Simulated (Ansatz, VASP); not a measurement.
# H4C6NClO2: VASP beside Ansatz

```
H C N Cl O
1.0
     4.35834   -0.02352    0.14611
     0.02874    7.36710    0.14277
     1.66414    3.64773    6.27853
H C N Cl O
4 6 1 1 2
Direct
  0.82268 0.59848 0.05640
  0.51230 0.39474 0.82157
  0.80532 0.75556 0.52015
  0.01835 0.91183 0.08024
  0.75150 0.54759 0.22813
  0.58567 0.34351 0.38680
  0.49900 0.28194 0.60664
  0.57918 0.43435 0.65359
  0.74412 0.63429 0.48674
  0.33659 0.06123 0.79084
  0.83061 0.68887 0.27744
  0.48365 0.18145 0.29872
  0.40246 0.90049 0.78934
  0.12705 0.06655 0.95033
```

Alike in both runs: functional PBE; k mesh 6 × 4 × 4; occupations gaussian, width 0.02 eV; no spin polarisation.

Ansatz relaxed the structure, and its values are those at the end. VASP's run is a single point on that final structure, the one shown.

|  | VASP | Ansatz |
| --- | --- | --- |
| version | VASP 6.6.1 | Ansatz 0.2.0 |
| potentials or method | VASP PAW PBE potentials, release 64 (H, C, N, Cl, O), cutoff 520 eV | scalar-relativistic, plane waves, PAW |
| valence electrons in the cell | 52 | 52 |

```csv
,VASP,Ansatz,Ansatz less VASP
gap on the k mesh at the Fermi level (eV),3.25,3.25,-0.004
least direct gap on the mesh (eV),3.34,3.33,-0.004
pressure (GPa),0.2,0.0,-0.18
rms of the force components (eV/Å),0.105,0.004,-0.1005
```

Noted on VASP's run: the standard files for N, O and F lose accuracy on very short bonds.
